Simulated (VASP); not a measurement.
# C18Se in VASP: further runs

The runs below take C18Se through single point, with LDA.

All numbers are computed with VASP 6.6.1; they aren't measurements. Logs are shortened: lines on timing, memory, paths and dates and some standing lists are left out, and cuts for length are marked.

### Step 1. The cell of the first run

The cell holds a slab with vacuum, 19 atoms: a = 7.398 Å, b = 7.398 Å, c = 11.000 Å, α = 90.00°, β = 90.00°, γ = 120.00°.

### Step 2. Single point, LDA

INCAR

```
  ALGO = Normal
  EDIFF = 1E-7
  ENCUT = 520
  ISIF = 2
  ISMEAR = -1
  LASPH = True
  LCHARG = False
  LREAL = Auto
  LWAVE = False
  NBANDS = 54
  NELM = 100
  PREC = Accurate
  SIGMA = 0.05
```

KPOINTS

```
k-points
0
Gamma
  2 2 1
```

POSCAR

```
C18Se
1.0
    7.3980000000      0.0000000000      0.0000000000
   -3.6990000000      6.4068560000      0.0000000000
    0.0000000000      0.0000000000     11.0000000000
C Se
18 1
Direct
   -0.0081970894     -0.0252073716      0.1167454545
    0.1975601866      0.0773858504      0.1134727273
   -0.0251241301      0.3080918316      0.0826000000
    0.2047975588      0.4173810056      0.0875909091
   -0.0290795754      0.6253769400      0.0781545455
    0.2069919955      0.7447490626      0.0764363636
    0.3019991732     -0.0514761062      0.0984545455
    0.5427945301      0.0792900605      0.1125090909
    0.3269220558      0.3162393536      0.1167545455
    0.5426425053      0.4258094766      0.1102818182
    0.3204965802      0.6278274399      0.0604636364
    0.5395633434      0.7339793496      0.0877727273
    0.6554269734     -0.0299678969      0.1109181818
    0.8825315315      0.1008294864      0.1331000000
    0.6396384148      0.2918748291      0.1150000000
    0.8655962630      0.4076726557      0.0850363636
    0.6592385631      0.6424836144      0.1136272727
    0.8831240113      0.7495408044      0.1025454545
    0.8868042344      1.0669039541      0.3127090909
```

Potentials or basis: VASP PAW LDA potentials, release 64 (C, Se).

Run with:

```bash
$ cat potpaw_LDA.64/C/POTCAR potpaw_LDA.64/Se/POTCAR > POTCAR
$ mpirun -np 1 vasp_std > vasp.out
```

OUTCAR:

```text
EDIFF = 1E-7
   ENCUT = 520
   ISIF = 2
   ISMEAR = -1
   LASPH = True
   LREAL = Auto
   NELM = 100
   PREC = Accurate

 ion  position               nearest neighbor table
   1  0.992  0.975  0.117-   2 1.32  18 1.45  14 1.52
   2  0.198  0.077  0.113-   1 1.32   7 1.51   9 1.53
   3  0.975  0.308  0.083-  16 1.34  14 1.44   4 1.47
   4  0.205  0.417  0.088-  11 1.38   9 1.47   3 1.47
   5  0.971  0.625  0.078-  18 1.39  16 1.40   6 1.51
   6  0.207  0.745  0.076-   7 1.33  11 1.49   5 1.51
   7  0.302  0.949  0.098-   6 1.33   2 1.51   8 1.55
   8  0.543  0.079  0.113-  15 1.36  13 1.42   7 1.55
   9  0.327  0.316  0.117-  10 1.38   4 1.47   2 1.53
  10  0.543  0.426  0.110-   9 1.38  17 1.39  15 1.49
  11  0.320  0.628  0.060-   4 1.38  12 1.44   6 1.49
  12  0.540  0.734  0.088-  17 1.39  11 1.44  13 1.53
  13  0.655  0.970  0.111-   8 1.42  14 1.48  12 1.53
  14  0.883  0.101  0.133-   3 1.44  13 1.48   1 1.52  19 1.99
  15  0.640  0.292  0.115-   8 1.36  16 1.48  10 1.49
  16  0.866  0.408  0.085-   3 1.34   5 1.40  15 1.48
  17  0.659  0.642  0.114-  12 1.39  10 1.39  18 1.44
  18  0.883  0.750  0.103-   5 1.39  17 1.44   1 1.45
  19  0.887  0.067  0.313-  14 1.99

  LATTYP: Found a hexagonal cell.
 ALAT       =     7.3980000000
 C/A-ratio  =     1.4868883482

  Lattice vectors:

 A1 = (   7.3980000000,   0.0000000000,   0.0000000000)
 A2 = (  -3.6990000000,   6.4068560000,   0.0000000000)
 A3 = (   0.0000000000,   0.0000000000,  11.0000000000)

Analysis of symmetry for initial positions (statically):
=====================================================================
 Subroutine PRICEL returns:
 Original cell was already a primitive cell.

 Routine SETGRP: Setting up the symmetry group for a
 hexagonal supercell.

 Subroutine GETGRP returns: Found  1 space group operations
 (whereof  1 operations were pure point group operations)
 out of a pool of 24 trial point group operations.

The static configuration has the point symmetry C_1 .

Analysis of symmetry for dynamics (positions and initial velocities):
=====================================================================
 Subroutine PRICEL returns:
 Original cell was already a primitive cell.

 Routine SETGRP: Setting up the symmetry group for a
 hexagonal supercell.

 Subroutine GETGRP returns: Found  1 space group operations
 (whereof  1 operations were pure point group operations)
 out of a pool of 24 trial point group operations.

The dynamic configuration has the point symmetry C_1 .

 Subroutine INISYM returns: Found  1 space group operations
 (whereof  1 operations are pure point group operations),
 and found     1 'primitive' translations

----------------------------------------------------------------------------------------

                                     Primitive cell

  volume of cell :     521.3771

  direct lattice vectors                    reciprocal lattice vectors
     7.398000000  0.000000000  0.000000000     0.135171668  0.078041398  0.000000000
    -3.699000000  6.406856000  0.000000000     0.000000000  0.156082796  0.000000000
     0.000000000  0.000000000 11.000000000     0.000000000  0.000000000  0.090909091

  length of vectors
     7.398000000  7.398000054 11.000000000     0.156082797  0.156082796  0.090909091

  position of ions in fractional coordinates (direct lattice)
     0.991802911  0.974792628  0.116745454
     0.197560187  0.077385850  0.113472727
     0.974875870  0.308091832  0.082600000
     0.204797559  0.417381006  0.087590909
     0.970920425  0.625376940  0.078154545
     0.206991995  0.744749063  0.076436364
[... 11 lines left out ...]
     0.883124011  0.749540804  0.102545455
     0.886804234  0.066903954  0.312709091

  ion indices of the primitive-cell ions
   primitive index   ion index
                 1           1
                 2           2
                 3           3
                 4           4
                 5           5
                 6           6
[... 11 lines left out ...]
                18          18
                19          19

----------------------------------------------------------------------------------------

 KPOINTS: k-points

Automatic generation of k-mesh.
 Grid dimensions read from file:
 generate k-points for:    2    2    1

 Generating k-lattice:

  Cartesian coordinates                     Fractional coordinates (reciprocal lattice)
     0.067585834  0.039020699  0.000000000     0.500000000 -0.000000000  0.000000000
     0.000000000  0.078041398  0.000000000     0.000000000  0.500000000  0.000000000
     0.000000000  0.000000000  0.090909091     0.000000000  0.000000000  1.000000000

  Length of vectors
     0.078041399  0.078041398  0.090909091

  Shift w.r.t. Gamma in fractional coordinates (k-lattice)
     0.000000000  0.000000000  0.000000000

 Subroutine IBZKPT returns following result:
 ===========================================

 Found      4 irreducible k-points:

 Following reciprocal coordinates:
            Coordinates               Weight
  0.000000  0.000000  0.000000      1.000000
  0.500000 -0.000000  0.000000      1.000000
  0.000000  0.500000  0.000000      1.000000
  0.500000  0.500000  0.000000      1.000000
   k-points           NKPTS =      4   k-points in BZ     NKDIM =      4   number of bands    NBANDS=     54
   number of dos      NEDOS =    301   number of ions     NIONS =     19
   total plane-waves  NPLWV = 263424
   dimension x,y,z NGX =    56 NGY =   56 NGZ =   84
   dimension x,y,z NGXF=   112 NGYF=  112 NGZF=  168
   ions per type =              18   1
   NGX,Y,Z   is equivalent  to a cutoff of  12.58, 12.58, 12.70 a.u.
   NGXF,Y,Z  is equivalent  to a cutoff of  25.17, 25.17, 25.39 a.u.
 SYSTEM =  unknown system
   PREC   = accura    normal or accurate (medium, high low for compatibility)
   ISTART =      0    job   : 0-new  1-cont  2-samecut
   ICHARG =      2    charge: 1-file 2-atom 10-const
   ISPIN  =      1    spin polarized calculation?
   LNONCOLLINEAR =      F non collinear calculations
   LSORBIT =      F    spin-orbit coupling
   LASPH  =      T    aspherical Exc in radial PAW
   ENCUT  =  520.0 eV  38.22 Ry    6.18 a.u.  13.76 13.76 20.45*2*pi/ulx,y,z
   NELM   =    100;   NELMIN=  2; NELMDL= -5     # of ELM steps
   EDIFF  = 0.1E-06   stopping-criterion for ELM
   LREAL  =      T    real-space projection
   EDIFFG = 0.1E-05   stopping-criterion for IOM
   NSW    =      0    number of steps for IOM
   IBRION =     -1    ionic relax: 0-MD 1-quasi-New 2-CG
   NFREE  =      0    steps in history (QN), initial steepest desc. (CG)
   ISIF   =      2    stress and relaxation
   ISYM   =      2    0-nonsym 1-usesym 2-fastsym
   POTIM  = 0.5000    time-step for ionic-motion
   TEBEG  =    0.0;   TEEND  =   0.0 temperature during run
   PSTRESS=    0.0 pullay stress
   NELECT =      78.0000    total number of electrons
   NUPDOWN=      -1.0000    fix difference up-down
   EMIN   =  10.00;   EMAX   =-10.00  energy-range for DOS
   EFERMI =   0.00;   METHOD = LEGACY
   ISMEAR =    -1;   SIGMA  =   0.05  broadening in eV -4-tet -1-fermi 0-gaus
   EFERMI_NEDOS =   21; number of points for ismear=-14 and -15
   IALGO  =     38    algorithm
   IMIX   =      4    mixing-type and parameters
     AMIX     =   0.40;   BMIX     =  1.00
     AMIX_MAG =   1.60;   BMIX_MAG =  1.00
  volume/ion in A,a.u.               =      27.44       185.18
  Fermi-wavevector in a.u.,A,eV,Ry     =   0.869072  1.642308 10.276289  0.755286
  Thomas-Fermi vector in A             =   1.987841
   LORBIT       =      0    0 simple, 1 ext, 2 COOP (PROOUT), +10 PAW based schemes
   GGA     = CA    functional components
   LHFCALC =     F    Hartree Fock is set to
   AEXX    =    0.0000 exact exchange contribution
   IVDW    =     0    specifies the selected vdW correction
   LEPSILON=     F    determine dielectric tensor
   LRPA    =     F    only Hartree local field effects (RPA)
 non-spin polarized calculation
  energy-cutoff  :      520.00
  volume of cell :      521.38
 maximum number of plane-waves:     14099
 NGX is ok and might be reduce to    56
   NGX = 27   NGY = 27   NGZ = 41

 number of electron      78.0000002 magnetization

 Free energy of the ion-electron system (eV)
  ---------------------------------------------------
  ext. energy  EPLUGINS =         0.00000000
  ---------------------------------------------------
  free energy    TOTEN  =      -179.30043237 eV

  energy without entropy =     -179.28246132  energy(sigma->0) =     -179.29144685

 E-fermi :  -1.8371     XC(G=0):  -4.6880

 val. band max:       -1.9717091878   @ k =   0.0000   0.0000   0.0000
 cond. band min:      -1.7087814214   @ k =   0.5000   0.5000   0.0000
 fundamental gap:      0.2629277664
 Fermi energy:        -1.8370811391

 k-point     1 :       0.0000    0.0000    0.0000
  band No.  band energies     occupation
      1     -21.0584      2.00000
      2     -18.9965      2.00000
      3     -18.7488      2.00000
      4     -18.5206      2.00000
      5     -18.3923      2.00000
      6     -18.1474      2.00000
[... 43 lines left out ...]
     50       3.3757      0.00000
     51       4.3880      0.00000

 k-point     2 :       0.5000   -0.0000    0.0000
  band No.  band energies     occupation
      1     -20.5855      2.00000
      2     -20.2246      2.00000
      3     -19.2399      2.00000
      4     -19.0399      2.00000
      5     -16.8888      2.00000
      6     -16.7824      2.00000
[... 43 lines left out ...]
     50       4.1836      0.00000
     51       4.2737      0.00000

 k-point     3 :       0.0000    0.5000    0.0000
  band No.  band energies     occupation
      1     -20.4927      2.00000
      2     -20.3790      2.00000
      3     -19.1888      2.00000
      4     -18.9560      2.00000
      5     -16.9695      2.00000
      6     -16.9231      2.00000
[... 43 lines left out ...]
     50       4.1621      0.00000
     51       4.2523      0.00000

 k-point     4 :       0.5000    0.5000    0.0000
  band No.  band energies     occupation
      1     -20.5157      2.00000
      2     -20.3258      2.00000
      3     -19.3606      2.00000
      4     -18.8062      2.00000
      5     -17.0307      2.00000
      6     -16.8842      2.00000
[... 43 lines left out ...]
     50       4.0978      0.00000
     51       4.3137      0.00000
 [bands above 51 left out]

------------------------ aborting loop because EDIFF is reached ----------------------------------------

  FORCE on cell =-STRESS in cart. coord.  units (eV):
  Direction    XX          YY          ZZ          XY          YZ          ZX
  --------------------------------------------------------------------------------------
  -------------------------------------------------------------------------------------
  Total      -10.7853577     -7.9238194     -2.5382175      2.6180811     -3.3067973     -1.0947196
  in kB      -33.1431025    -24.3496753     -7.7998712      8.0452900    -10.1616955     -3.3640429
  external PRESSURE =     -21.7642164 kB  Pullay stress =       0.0000000 kB

 VOLUME and BASIS-vectors are now :
 -----------------------------------------------------------------------------
  energy-cutoff  :      520.00
  volume of cell :      521.38
      direct lattice vectors                 reciprocal lattice vectors
     7.398000000  0.000000000  0.000000000     0.135171668  0.078041398  0.000000000
    -3.699000000  6.406856000  0.000000000     0.000000000  0.156082796  0.000000000
     0.000000000  0.000000000 11.000000000     0.000000000  0.000000000  0.090909091

 POSITION                                       TOTAL-FORCE (eV/Angst)
 -----------------------------------------------------------------------------------
      3.73160      6.24536      1.28420        -3.040745     -1.496987      0.323406
      1.17530      0.49580      1.24820         6.040447      2.343740     -0.481929
      6.07250      1.97390      0.90860         4.106545     -0.040686      1.719281
     -0.02880      2.67410      0.96350         0.542759     -1.410302     -0.678341
      4.86960      4.00670      0.85970         2.408977      3.330091      0.700036
     -1.22350      4.77150      0.84080        -0.703032     -4.035794     -1.242025
[... 11 lines left out ...]
      3.76080      4.80220      1.12800        -1.795869      0.027514      0.407326
      6.31310      0.42864      3.43980        -0.180723      0.004113      0.192158
 -----------------------------------------------------------------------------------
    total drift:                                0.024803      0.017558      0.016193

  FREE ENERGIE OF THE ION-ELECTRON SYSTEM (eV)
  ---------------------------------------------------
  free  energy   TOTEN  =      -179.3004323749 eV

  energy  without entropy=     -179.2824613222  energy(sigma->0) =     -179.29144685
```

Run time: 4.2 min. Hardware: 1 thread of Intel Xeon 6975P-C (Granite Rapids), shared host; peak memory 0.45 GiB.

What came out:

| Item | Value |
| --- | --- |
| Free energy | -179.3004 eV |
| Largest force | 6.497 eV/Å |
| Band gap on the k mesh | 0.26 eV (least direct gap 0.37 eV) |

Forces on the atoms (eV/Å):
```
C   -3.041 -1.497  0.323
C    6.040  2.344 -0.482
C    4.107 -0.041  1.719
C    0.543 -1.410 -0.678
C    2.409  3.330  0.700
C   -0.703 -4.036 -1.242
C    0.675  6.243  1.114
C   -2.085 -3.456 -0.833
C   -3.092 -2.980 -1.662
C    2.193 -3.110  1.322
C   -1.081  2.209  2.715
C   -0.686  4.381  0.976
C   -1.138 -1.299 -0.190
C   -0.028 -3.222 -1.407
C    0.524  3.574 -1.370
C   -2.633 -0.306  0.525
C   -0.027 -0.755 -2.130
C   -1.796  0.028  0.407
Se  -0.181  0.004  0.192
```

Caveat: the k points lie up to 0.49 Å⁻¹ apart; the atoms stand as in a frame of molecular dynamics; there is no dipole correction, which matters where the two faces differ.

(Continued in part 2 of 2.)
